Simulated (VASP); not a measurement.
Write the native input for VASP 6.6.1 that does the following.

```yaml
Task: single point
Functional: BLYP
Potentials_or_basis: VASP PAW PBE potentials, release 64 (V_sv, Al, C)
Cutoff: 520 eV
k_mesh: 11 × 11 × 2
Occupations: fermi-dirac, width 0.05 eV
Spin: collinear spin, ferromagnetic start
Starting_moments: "[2.0, 2.0, 2.0, 2.0, 0.0, 0.0, 0.0, 0.0] μB"
Dipole_correction: no
Further_INCAR_settings: ALGO = Normal; EDIFF = 1e-06; NBANDS = 47
```

The structure of AlV2C lies in POSCAR:

```
AlV2C
1.0
    2.9485871187      0.0000000000      0.0000000000
   -1.4742935593      2.5535513501      0.0000000000
    0.0000000000      0.0000000000     13.1800584618
V Al C
4 2 2
Direct
    0.3333333333      0.6666666667      0.9145883165
    0.6666666667      0.3333333333      0.0854116835
    0.6666666667      0.3333333333      0.4145883165
    0.3333333333      0.6666666667      0.5854116835
    0.6666666667      0.3333333333      0.7500000000
    0.3333333333      0.6666666667      0.2500000000
    0.0000000000      0.0000000000      0.5000000000
    0.0000000000      0.0000000000      0.0000000000
```

These files were run (other wordings do the same):

INCAR

```
SYSTEM = AlV2C
PREC = Accurate
ENCUT = 520
EDIFF = 1E-6
ISMEAR = -1
SIGMA = 0.05
LREAL = .FALSE.
LASPH = .TRUE.
NELM = 150
ALGO = Normal
ISIF = 2
LWAVE = .FALSE.
LCHARG = .TRUE.
ISPIN = 2
MAGMOM = 2 2 2 2 0 0 0 0
LORBIT = 11
LMAXMIX = 4
GGA = B5
ALDAX = 1.0
AGGAX = 1.0
AGGAC = 1.0
ALDAC = 0.0
LELF = .TRUE.
LVHAR = .TRUE.
NBANDS = 47
```

KPOINTS

```
Automatic mesh
0
G
  11 11 2
  0 0 0
```

Potentials or basis: VASP PAW PBE potentials, release 64 (V_sv, Al, C).

Launch:

```console
$ cat potpaw_PBE.64/V_sv/POTCAR potpaw_PBE.64/Al/POTCAR potpaw_PBE.64/C/POTCAR > POTCAR
$ mpirun -np 1 vasp_std > vasp.out
```

Results of the run:

```json
{"Pressure": "0.5 GPa", "Largest force": "0.041 eV/Å", "Band gap on the k mesh": "zero (filled and empty bands overlap)", "Net moment": "0.00 μB per cell", "Valence electrons inside the program's atomic spheres": "V 11.67; Al 0.81; C 2.48"}
```

Caveat: the PAW data sets were made with another functional, which shifts forces and pressure a little.

Wall time 4.4 min on 1 thread of AMD EPYC 9R45 96-Core Processor (Zen 5) (shared host), peak memory 0.37 GiB.
